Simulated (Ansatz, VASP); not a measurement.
BiPt in VASP and in Ansatz

```
Bi Pt
1.0
     4.22870    0.00000    0.00000
    -2.11435    3.66216    0.00000
     0.00000    0.00000    5.49000
Bi Pt
2 2
Cartesian
  0.0000 2.4414 1.3725
  2.1144 1.2207 4.1175
  0.0000 0.0000 0.0000
  0.0000 0.0000 2.7450
```

Change from the starting cell: equal xx and yy strain of -2 %.

Alike in both runs: task single point; functional LDA; k mesh 9 × 9 × 6; occupations fermi-dirac, width 0.05 eV; no spin polarisation.

|  | VASP | Ansatz |
| --- | --- | --- |
| version | VASP 6.6.1 | Ansatz 0.2.0 |
| potentials or method | VASP PAW LDA potentials, release 64 (Bi_d, Pt), cutoff 520 eV | all-electron LAPW, scalar-relativistic |

Ansatz gave:

```
pressure (GPa)                                                : 5.5
traceless stress, the component that is largest in VASP (GPa) : -1.91
```

Question: Estimate VASP's values.

Answer: Pressure (GPa): 5.9; traceless stress, the component that is largest in VASP (GPa): -1.79.

LDA's correlation is that of Perdew and Zunger in VASP and of Perdew and Wang (1992) in Ansatz. Ansatz ran all-electron here, and VASP with PAW potentials.

Neither program's run includes spin-orbit coupling.
